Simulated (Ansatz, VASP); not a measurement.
## One calculation of Bi, two programs

```
Bi
1.0
     2.26750    1.30914    3.89862
    -2.26750    1.30914    3.89862
     0.00000   -2.61828    3.89862
Bi
2
Direct
  0.76600 0.76600 0.76600
  0.23400 0.23400 0.23400
```

Alike in both runs: task single point; functional PBE; k mesh 6 × 6 × 6; occupations fermi-dirac, width 0.05 eV; no spin polarisation.

|  | VASP | Ansatz |
| --- | --- | --- |
| version | VASP 6.6.1 | Ansatz 0.2.0 |
| potentials or method | VASP PAW PBE potentials, release 64 (Bi_d) | Ansatz PAW |
| plane-wave cutoff (eV) | 520 | 420 |
| valence electrons in the cell | 30 | 30 |

Ansatz gave:

| Quantity | Value |
| --- | --- |
| gap on the k mesh at the Fermi level (eV) | none |
| pressure (GPa) | 2.7 |
| traceless stress, the component that is largest in VASP (GPa) | 0.22 |
| rms of the force components (eV/Å) | 0.099 |

Task: Which values does VASP return?

Result: gap on the k mesh at the Fermi level (eV): none; pressure (GPa): 2.6; traceless stress, the component that is largest in VASP (GPa): 0.22; rms of the force components (eV/Å): 0.103.

Atom by atom the forces differ by 0.004 eV/Å (rms over components). A gap of «none» marks a metal or a gap that the smearing closes.

Spin-orbit coupling is off throughout.
